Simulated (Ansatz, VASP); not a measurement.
# One calculation of CoSi, two programs

Contents of INCAR:

```
SYSTEM = CoSi
PREC = Accurate
ENCUT = 520
EDIFF = 1E-6
ISMEAR = -1
SIGMA = 0.02
LREAL = .FALSE.
LASPH = .TRUE.
NELM = 60
ALGO = Normal
ISIF = 2
LWAVE = .FALSE.
LCHARG = .FALSE.
GGA = PE
NBANDS = 36
```

KPOINTS

```
regular mesh
0
G
  6 6 6
  0 0 0
```

The input POSCAR:

```
CoSi
1.0
    4.3402919572      0.0000000000      0.0000000000
    0.0000000000      4.3402919572      0.0000000000
    0.0000000000      0.0000000000      4.3402919572
Co Si
4 4
Direct
    0.1450332833      0.1450332833      0.1450332833
    0.3549667167      0.8549667167      0.6450332833
    0.6450332833      0.3549667167      0.8549667167
    0.8549667167      0.6450332833      0.3549667167
    0.8431868922      0.8431868922      0.8431868922
    0.6568131078      0.1568131078      0.3431868922
    0.3431868922      0.6568131078      0.1568131078
    0.1568131078      0.3431868922      0.6568131078
```

Input for Ansatz:

```yaml
crystal:
  lattice:
    - [4.3402919572, 0.0, 0.0]
    - [0.0, 4.3402919572, 0.0]
    - [0.0, 0.0, 4.3402919572]
  atoms:
    - { symbol: Co, position: [0.1450332833, 0.1450332833, 0.1450332833] }
    - { symbol: Co, position: [0.3549667167, 0.8549667167, 0.6450332833] }
    - { symbol: Co, position: [0.6450332833, 0.3549667167, 0.8549667167] }
    - { symbol: Co, position: [0.8549667167, 0.6450332833, 0.3549667167] }
    - { symbol: Si, position: [0.8431868922, 0.8431868922, 0.8431868922] }
    - { symbol: Si, position: [0.6568131078, 0.1568131078, 0.3431868922] }
    - { symbol: Si, position: [0.3431868922, 0.6568131078, 0.1568131078] }
    - { symbol: Si, position: [0.1568131078, 0.3431868922, 0.6568131078] }
kpoints:
  mp_grid: { grid: [6, 6, 6] }
hamiltonian:
  xc: pbe
scf:
  occupations: { method: fermi_dirac, width: 0.02 }
  n_extra_bands: 6
output:
  forces: true
  stress: true
  eigenvalues: true
```

Alike in both runs: task single point; functional PBE; k mesh 6 × 6 × 6; occupations fermi-dirac, width 0.02 eV; no spin polarisation.

```csv
,VASP,Ansatz
version,VASP 6.6.1,Ansatz 0.2.0
potentials or method,"VASP PAW PBE potentials, release 64 (Co, Si)","plane waves, PAW"
plane-wave cutoff (eV),520,420
valence electrons in the cell,52,84
```

VASP gave:

```
pressure (GPa)                     : 15.9
rms of the force components (eV/Å) : 0.070
```

Problem. Which values does Ansatz return?

Solution. Pressure (GPa): 16.0; rms of the force components (eV/Å): 0.069.

Atom by atom the forces differ by 0.002 eV/Å (rms over components). With one functional, cell and mesh, what is left measures potentials, basis and numerics. VASP's potentials hold 52 valence electrons a cell and Ansatz's 84, so a difference there can come from the potentials and not from the codes.
